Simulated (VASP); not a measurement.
A run of VASP 6.6.1:

Contents of INCAR:

```
SYSTEM = GaC18
  PREC = Accurate
  ENCUT = 520
  EDIFF = 1E-6
  ISMEAR = -1
  SIGMA = 0.05
  LREAL = Auto
  LASPH = .TRUE.
  NELM = 150
  ALGO = Normal
  ISIF = 2
  LWAVE = .FALSE.
  LCHARG = .TRUE.
  ISPIN = 2
  MAGMOM = 0 0 0 0 0 0 0 0 0 0 0 0 0 0 0 0 0 0 0
  LORBIT = 11
  LELF = .TRUE.
  LVHAR = .TRUE.
  NBANDS = 62
```

The input KPOINTS:

```
Automatic mesh
0
G
  2 2 1
  0 0 0
```

The input POSCAR:

```
GaC18
1.0
    7.3980000000      0.0000000000      0.0000000000
   -3.6990000000      6.4068560000      0.0000000000
    0.0000000000      0.0000000000     12.0000000000
C Ga
18 1
Direct
    0.0044591956      0.0013401269      0.0824173333
    0.2261996435      0.1129007738      0.0822960000
    0.0054366422      0.3357681209      0.0802881667
    0.2275376870      0.4469366878      0.0812988333
    0.0046299162      0.6698302568      0.0813305833
    0.2262792006      0.7796889769      0.0819760000
    0.3365813261      0.0014743581      0.0829580833
    0.5583694518      0.1122444456      0.0834363333
    0.3373503466      0.3351245915      0.0821473333
    0.5590455527      0.4467534466      0.0824502500
    0.3373886518      0.6685834675      0.0819730000
    0.5591716938      0.7788781268      0.0829535000
    0.6699287378      0.0006725608      0.0834185000
    0.8932331439      0.1120680721      0.0822088333
    0.6697661664      0.3355336845      0.0822719167
    0.8934451825      0.4477370804      0.0803416667
    0.6705989168      0.6684998071      0.0823093333
    0.8928240166      0.7796507366      0.0821579167
    0.8260528689      0.2672601039      0.2567659167
```

Potentials or basis: VASP PAW LDA potentials, release 64 (C, Ga_d).

Launch:

```console
$ cat potpaw_LDA.64/C/POTCAR potpaw_LDA.64/Ga_d/POTCAR > POTCAR
$ mpirun -np 1 vasp_std > vasp.out
```

Hardware: 1 thread of Intel Xeon 6975P-C, with other jobs on the host.

**Question.** Estimate the wall time of this run.

**Answer.** Run time: 13 min on 1 thread of Intel Xeon 6975P-C (shared host), peak memory 0.6 GiB. Counts: scf iterations 25, k points 4.
